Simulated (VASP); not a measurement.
# TaTe (F-43m) in VASP: notebook, part 2 of 2

VASP 6.6.1.

## 4. Single point, PBE, collinear spin (33.76 Å³/atom)

This run uses another cell than the first one, of 33.76 Å³/atom.

Contents of INCAR:

```
SYSTEM = TaTe
  PREC = Accurate
  ENCUT = 520
  EDIFF = 1E-7
  ISMEAR = 0
  SIGMA = 0.05
  LREAL = .FALSE.
  LASPH = .TRUE.
  NELM = 150
  ALGO = Normal
  ISIF = 2
  LWAVE = .FALSE.
  LCHARG = .FALSE.
  ISPIN = 2
  MAGMOM = 1.52 0
  LORBIT = 11
  LMAXMIX = 4
  GGA = PE
  NBANDS = 20
```

Contents of KPOINTS:

```
Automatic mesh
0
G
  10 10 10
  0 0 0
```

Contents of POSCAR:

```
TaTe
1.0
    0.0000000000      3.2320030464      3.2320030464
    3.2320030464      0.0000000000      3.2320030464
    3.2320030464      3.2320030464      0.0000000000
Ta Te
1 1
Direct
    0.0000000000      0.0000000000      0.0000000000
    0.2500000000      0.2500000000      0.2500000000
```

Potentials or basis: VASP PAW PBE potentials, release 64 (Ta_pv, Te).

Run with:

```console
> cat potpaw_PBE.64/Ta_pv/POTCAR potpaw_PBE.64/Te/POTCAR > POTCAR
> mpirun -np 1 vasp_std > vasp.out
```

OUTCAR:

```text
SYSTEM = TaTe
   PREC = Accurate
   ENCUT = 520
   EDIFF = 1E-7
   ISMEAR = 0
   LREAL = .FALSE.
   LASPH = .TRUE.
   NELM = 150
   ISIF = 2
   ISPIN = 2
   LORBIT = 11
   GGA = PE

 ion  position               nearest neighbor table
   1  0.000  0.000  0.000-   2 2.80   2 2.80   2 2.80   2 2.80
   2  0.250  0.250  0.250-   1 2.80   1 2.80   1 2.80   1 2.80

  LATTYP: Found a face centered cubic cell.
 ALAT       =     6.4640060928

  Lattice vectors:

 A1 = (   0.0000000000,   3.2320030464,   3.2320030464)
 A2 = (   3.2320030464,   0.0000000000,   3.2320030464)
 A3 = (   3.2320030464,   3.2320030464,   0.0000000000)

Analysis of symmetry for initial positions (statically):
=====================================================================
 Subroutine PRICEL returns:
 Original cell was already a primitive cell.

 Routine SETGRP: Setting up the symmetry group for a
 face centered cubic supercell.

 Subroutine GETGRP returns: Found 24 space group operations
[... 749 lines left out ...]
      3     -30.1710      1.00000
      4      -8.2244      1.00000
      5       0.7032      1.00000
      6       0.7032      1.00000
[... 541 lines left out ...]
     19      16.1995      0.00000
     20      17.1761      0.00000

 [... further k-points ...]

------------------------ aborting loop because EDIFF is reached ----------------------------------------

  FORCE on cell =-STRESS in cart. coord.  units (eV):
  Direction    XX          YY          ZZ          XY          YZ          ZX
  --------------------------------------------------------------------------------------
  -------------------------------------------------------------------------------------
  Total       -1.5283631     -1.5283631     -1.5283631      0.0000000      0.0000000      0.0000000
  in kB      -36.2653483    -36.2653483    -36.2653483      0.0000000      0.0000000      0.0000000
  external PRESSURE =     -36.2653483 kB  Pullay stress =       0.0000000 kB

 VOLUME and BASIS-vectors are now :
 -----------------------------------------------------------------------------
  energy-cutoff  :      520.00
  volume of cell :       67.52
      direct lattice vectors                 reciprocal lattice vectors
     0.000000000  3.232003046  3.232003046    -0.154702824  0.154702824  0.154702824
     3.232003046  0.000000000  3.232003046     0.154702824 -0.154702824  0.154702824
     3.232003046  3.232003046  0.000000000     0.154702824  0.154702824 -0.154702824

 POSITION                                       TOTAL-FORCE (eV/Angst)
 -----------------------------------------------------------------------------------
      0.00000      0.00000      0.00000         0.000000     -0.000000     -0.000000
      1.61600      1.61600      1.61600        -0.000000      0.000000      0.000000
 -----------------------------------------------------------------------------------
    total drift:                                0.000000      0.000000      0.000000

  FREE ENERGIE OF THE ION-ELECTRON SYSTEM (eV)
  ---------------------------------------------------
  free  energy   TOTEN  =       -12.9965059513 eV

  energy  without entropy=      -12.9951325356  energy(sigma->0) =      -12.99581924

 total charge

# of ion       s       p       d       tot
------------------------------------------
    1        0.272   6.047   2.392   8.712
    2        1.324   2.058   0.079   3.461
--------------------------------------------------
tot          1.596   8.105   2.471  12.173

 magnetization (x)

# of ion       s       p       d       tot
------------------------------------------
    1        0.055   0.016   1.483   1.554
    2       -0.014  -0.090   0.051  -0.053
--------------------------------------------------
tot          0.041  -0.074   1.534   1.501
```

stdout:

```text
POSCAR found type information on POSCAR TaTe
 POSCAR found :  2 types and       2 ions
 scaLAPACK will be used
 LDA part: xc-table for (Slater+PW92), standard interpolation
 POSCAR, INCAR and KPOINTS ok, starting setup
 FFT: planning ... GRIDC
 FFT: planning ... GRID_SOFT
 FFT: planning ... GRID
 WAVECAR not read
 entering main loop
```

Run time: 2.3 min. Hardware: 1 thread of Intel Xeon 8259CL, shared host; peak memory 0.3 GiB.

Results:

```yaml
Free_energy: -12.9965 eV
Pressure: -3.6 GPa
Net_moment: 2.32 μB per cell
Site_moments: Ta +1.55; Te -0.05 μB
Valence_electrons_inside_the_program's_atomic_spheres: Ta 8.71; Te 3.46
```

Caveat: the cell stands under tension; spin-orbit coupling is left out, which moves the levels of the heavy elements.

## 5. Single point, PBE, collinear spin (34.71 Å³/atom)

This run uses another cell than the first one, of 34.71 Å³/atom.

Contents of INCAR:

```
SYSTEM = TaTe
PREC = Accurate
ENCUT = 520
EDIFF = 1E-7
ISMEAR = 0
SIGMA = 0.05
LREAL = .False.
LASPH = .True.
NELM = 150
ALGO = Normal
ISIF = 2
LWAVE = .False.
LCHARG = .True.
ISPIN = 2
MAGMOM = 1.58 0
LORBIT = 11
LMAXMIX = 4
GGA = PE
LELF = .True.
LVHAR = .True.
NBANDS = 20
```

Contents of KPOINTS:

```
Automatic mesh
0
Gamma
  10 10 10
  0 0 0
```

Contents of POSCAR:

```
TaTe
1.0
    0.0000000000      3.2619307033      3.2619307033
    3.2619307033      0.0000000000      3.2619307033
    3.2619307033      3.2619307033      0.0000000000
Ta Te
1 1
Direct
    0.0000000000      0.0000000000      0.0000000000
    0.2500000000      0.2500000000      0.2500000000
```

Potentials or basis: VASP PAW PBE potentials, release 64 (Ta_pv, Te).

Run with:

```console
> cat potpaw_PBE.64/Ta_pv/POTCAR potpaw_PBE.64/Te/POTCAR > POTCAR
> mpirun -np 1 vasp_std > vasp.out
```

OUTCAR:

```text
SYSTEM = TaTe
   PREC = Accurate
   ENCUT = 520
   EDIFF = 1E-7
   ISMEAR = 0
   LREAL = .False.
   LASPH = .True.
   NELM = 150
   ISIF = 2
   ISPIN = 2
   LORBIT = 11
   GGA = PE

 ion  position               nearest neighbor table
   1  0.000  0.000  0.000-   2 2.82   2 2.82   2 2.82   2 2.82
   2  0.250  0.250  0.250-   1 2.82   1 2.82   1 2.82   1 2.82

  LATTYP: Found a face centered cubic cell.
 ALAT       =     6.5238614066

  Lattice vectors:

 A1 = (   0.0000000000,   3.2619307033,   3.2619307033)
 A2 = (   3.2619307033,   0.0000000000,   3.2619307033)
 A3 = (   3.2619307033,   3.2619307033,   0.0000000000)

[... 1318 lines left out ...]
 VOLUME and BASIS-vectors are now :
 -----------------------------------------------------------------------------
  energy-cutoff  :      520.00
  volume of cell :       69.42
      direct lattice vectors                 reciprocal lattice vectors
     0.000000000  3.261930703  3.261930703    -0.153283452  0.153283452  0.153283452
     3.261930703  0.000000000  3.261930703     0.153283452 -0.153283452  0.153283452
     3.261930703  3.261930703  0.000000000     0.153283452  0.153283452 -0.153283452

 POSITION                                       TOTAL-FORCE (eV/Angst)
 -----------------------------------------------------------------------------------
      0.00000      0.00000      0.00000        -0.000000     -0.000000     -0.000000
      1.63097      1.63097      1.63097         0.000000      0.000000      0.000000
 -----------------------------------------------------------------------------------
    total drift:                                0.000000      0.000000      0.000000

  FREE ENERGIE OF THE ION-ELECTRON SYSTEM (eV)
  ---------------------------------------------------
  free  energy   TOTEN  =       -12.9459773959 eV

  energy  without entropy=      -12.9443988972  energy(sigma->0) =      -12.94518815

 total charge

# of ion       s       p       d       tot
------------------------------------------
    1        0.270   6.042   2.374   8.686
    2        1.324   2.043   0.074   3.441
--------------------------------------------------
tot          1.594   8.085   2.449  12.127

 magnetization (x)

# of ion       s       p       d       tot
------------------------------------------
    1        0.057   0.016   1.511   1.584
    2       -0.014  -0.095   0.049  -0.061
--------------------------------------------------
tot          0.043  -0.079   1.560   1.524
```

OSZICAR:

```text
N       E                     dE             d eps       ncg     rms          rms(c)
DAV:   1     0.102651838858E+03    0.10265E+03   -0.75767E+03  3776   0.700E+02
DAV:   2    -0.927574639482E+01   -0.11193E+03   -0.10734E+03  4812   0.200E+02
DAV:   3    -0.131137277223E+02   -0.38380E+01   -0.37689E+01  4564   0.334E+01
DAV:   4    -0.131681106533E+02   -0.54383E-01   -0.54356E-01  4784   0.416E+00
DAV:   5    -0.131689469182E+02   -0.83626E-03   -0.83624E-03  4524   0.447E-01    0.829E+00
DAV:   6    -0.128543763350E+02    0.31457E+00   -0.97925E-01  4144   0.600E+00    0.398E+00
DAV:   7    -0.129238834760E+02   -0.69507E-01   -0.13386E-01  4204   0.192E+00    0.224E+00
DAV:   8    -0.129431950429E+02   -0.19312E-01   -0.30710E-02  4080   0.108E+00    0.128E+00
DAV:   9    -0.129451578834E+02   -0.19628E-02   -0.11901E-02  4252   0.561E-01    0.390E-01
DAV:  10    -0.129457793878E+02   -0.62150E-03   -0.29041E-03  4364   0.313E-01    0.130E-01
DAV:  11    -0.129459467897E+02   -0.16740E-03   -0.27132E-04  4276   0.961E-02    0.642E-02
DAV:  12    -0.129459703353E+02   -0.23546E-04   -0.57483E-05  4240   0.460E-02    0.284E-02
DAV:  13    -0.129459766983E+02   -0.63631E-05   -0.15282E-05  4156   0.217E-02    0.114E-02
DAV:  14    -0.129459774036E+02   -0.70523E-06   -0.25987E-06  4240   0.886E-03    0.494E-03
DAV:  15    -0.129459773959E+02    0.76559E-08   -0.60192E-07  4208   0.405E-03
   1 F= -.12945977E+02 E0= -.12945188E+02  d E =-.157850E-02  mag=     2.3739
```

stdout:

```text
POSCAR found type information on POSCAR TaTe
 POSCAR found :  2 types and       2 ions
 scaLAPACK will be used
 LDA part: xc-table for (Slater+PW92), standard interpolation
 POSCAR, INCAR and KPOINTS ok, starting setup
 FFT: planning ... GRIDC
 FFT: planning ... GRID_SOFT
 FFT: planning ... GRID
 WAVECAR not read
 entering main loop
```

Run time: 2.1 min. Hardware: 1 thread of Intel Xeon 8259CL, shared host; peak memory 0.3 GiB.

Results:

```
Free energy                                           : -12.9460 eV
Pressure                                              : -4.9 GPa
Net moment                                            : 2.37 μB per cell
Site moments                                          : Ta +1.58; Te -0.06 μB
Valence electrons inside the program's atomic spheres : Ta 8.69; Te 3.44
```

Levels at points of the mesh, in eV from the Fermi level:
Spin up:
| k point | band 7 | band 8 | band 9 | band 10 | band 11 | band 12 | band 13 | band 14 |
| --- | --- | --- | --- | --- | --- | --- | --- | --- |
| (0.00, 0.00, 0.00) | -3.84 | -0.59 | -0.59 | 0.05 | 3.56 | 3.56 | 3.56 | 4.66 |
| (0.50, 0.00, 0.00) | -3.64 | -0.35 | -0.35 | -0.35 | 1.60 | 1.60 | 2.11 | 6.41 |
| (0.50, 0.50, 0.00) | -3.34 | -1.17 | -0.93 | -0.09 | 0.55 | 0.55 | 4.41 | 4.82 |
Spin down:
```tsv
k point	band 3	band 4	band 5	band 6	band 7	band 8	band 9	band 10	band 11	band 12
(0.00, 0.00, 0.00)	-34.40	-12.34	-3.43	-3.43	-3.43	0.83	1.09	1.09	4.20	4.20
(0.50, 0.00, 0.00)	-34.40	-11.82	-4.78	-3.23	-3.23	0.67	1.25	1.25	2.43	2.43
(0.50, 0.50, 0.00)	-34.41	-11.64	-4.95	-3.07	-3.07	-0.32	0.52	1.56	1.56	1.74
```

Caveat: the cell stands under tension; spin-orbit coupling is left out, which moves the levels of the heavy elements.

## 6. Summary

```tsv
cell	gap on the mesh (eV)	pressure (GPa)	moment (μB)
a = 4.498 Å, angles 60.0°, 2 atoms	none	-1.2	2.13
a = 4.528 Å, angles 60.0°, 2 atoms	none	-2.1	2.26
a = 4.571 Å, angles 60.0°, 2 atoms	none	-3.6	2.32
a = 4.613 Å, angles 60.0°, 2 atoms	none	-4.9	2.37
```

Alike in all rows: task single point; level PBE; potentials or basis VASP PAW PBE potentials, release 64 (Ta_pv, Te); spin collinear; k mesh 10 × 10 × 10; cutoff (eV) 520; smearing gaussian 0.05 eV.

Caveats: spin-orbit coupling is left out, which moves the levels of the heavy elements; the cell stands under tension (at least some runs).

Absolute energies hang on the potentials; compare differences alone.
